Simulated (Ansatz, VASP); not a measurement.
# Two plane-wave programs on Te

```
CELL_PARAMETERS angstrom
4.47126 0.00000 0.00000
-2.23563 3.87222 0.00000
0.00000 0.00000 5.82799
ATOMIC_POSITIONS crystal
Te 0.26855 0.00000 0.33333
Te 0.00000 0.26855 0.66667
Te 0.73145 0.73145 0.00000
```

Change from the starting cell: uniaxial_z strain -2.0%.

Alike in both runs: task single point; functional r2SCAN; k mesh 6 × 6 × 4; no spin polarisation.

```csv
,VASP,Ansatz
version,VASP 6.6.1,Ansatz 0.2.0
potentials or method,"VASP PAW PBE potentials, release 64 (Te)","plane waves, PAW"
plane-wave cutoff (eV),520,500
occupations,"gaussian, width 0.01 eV",fixed
valence electrons in the cell,18,48
```

Ansatz gave:

| Item | Value |
| --- | --- |
| gap on the k mesh at the Fermi level (eV) | 0.48 |
| pressure (GPa) | 1.7 |
| traceless stress, the component that is largest in VASP (GPa) | 0.54 |
| rms of the force components (eV/Å) | 0.015 |

**Question.** Estimate VASP's values.

**Answer.** gap on the k mesh at the Fermi level (eV): 0.45; pressure (GPa): 1.8; traceless stress, the component that is largest in VASP (GPa): 0.57; rms of the force components (eV/Å): 0.002.

VASP's potentials were made for PBE, not for r2SCAN. Atom by atom the forces differ by 0.017 eV/Å (rms over components). VASP's potentials hold 18 valence electrons a cell and Ansatz's 48, so a difference there can come from the potentials and not from the codes.

Spin-orbit coupling is off throughout.
